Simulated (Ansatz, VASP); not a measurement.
Mo: VASP beside Ansatz

```
Mo
1.0
    -2.10205    1.68827    1.68827
     1.68827   -2.10205    1.68827
     1.68827    1.68827   -2.10205
Mo
1
Cartesian
  0.0000 0.0000 0.0000
```

Alike in both runs: task single point; functional PBE; k mesh 22 × 22 × 22; occupations gaussian, width 0.15 eV; no spin polarisation.

|  | VASP | Ansatz |
| --- | --- | --- |
| version | VASP 6.6.1 | Ansatz 0.2.0 |
| potentials or method | VASP PAW PBE potentials, release 64 (Mo_sv), cutoff 520 eV | scalar-relativistic, plane waves, PAW |
| valence electrons in the cell | 14 | 14 |

VASP gave:

- gap on the k mesh at the Fermi level (eV): none
- pressure (GPa): 5.1
- traceless stress, the component that is largest in VASP (GPa): 33.57

Question: What did Ansatz give for the same quantities?

Answer: gap on the k mesh at the Fermi level (eV): none; pressure (GPa): 4.0; traceless stress, the component that is largest in VASP (GPa): 32.64.

A gap of «none» marks a metal or a gap that the smearing closes.
